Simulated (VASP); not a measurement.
MgI2:

```
Mg I
1.0
     4.15664    0.00000    0.00000
    -2.07832    3.59975    0.00000
     0.00000    0.00000    6.87561
Mg I
1 2
Direct
  0.00000 0.00000 0.00000
  0.33333 0.66667 0.24257
  0.66667 0.33333 0.75743
```

Base run:

* Program: VASP 6.6.1
* Functional: r2SCAN
* Potentials or basis: VASP PAW PBE potentials, release 64 (Mg, I)
* Cutoff: 520 eV
* k mesh: 6 × 6 × 4
* Occupations: gaussian, width 0.01 eV
* Spin: no spin polarisation

Its results: band gap on the k mesh 4.10 eV (least direct gap 4.48 eV); pressure 0.5 GPa; largest force 0.044 eV/Å.

Question: The run is repeated on the same cell with these changes: functional from r2SCAN to HSE06; k mesh from 6 × 6 × 4 to 6 × 6 × 2. What comes out?

Answer: Band gap on the k mesh 4.48 eV (least direct gap 4.67 eV); pressure 0.3 GPa; largest force 0.127 eV/Å.

Several settings changed at once.

Caveats: some runs use coarse meshes; the PAW data sets were made with another functional, which shifts forces and pressure a little; spin-orbit coupling is left out, which moves the levels of the heavy elements; this functional lacks dispersion, which binds the layers, so the pressure and a relaxed spacing across them are unreliable (at least some runs).

A k mesh can miss the band edges.
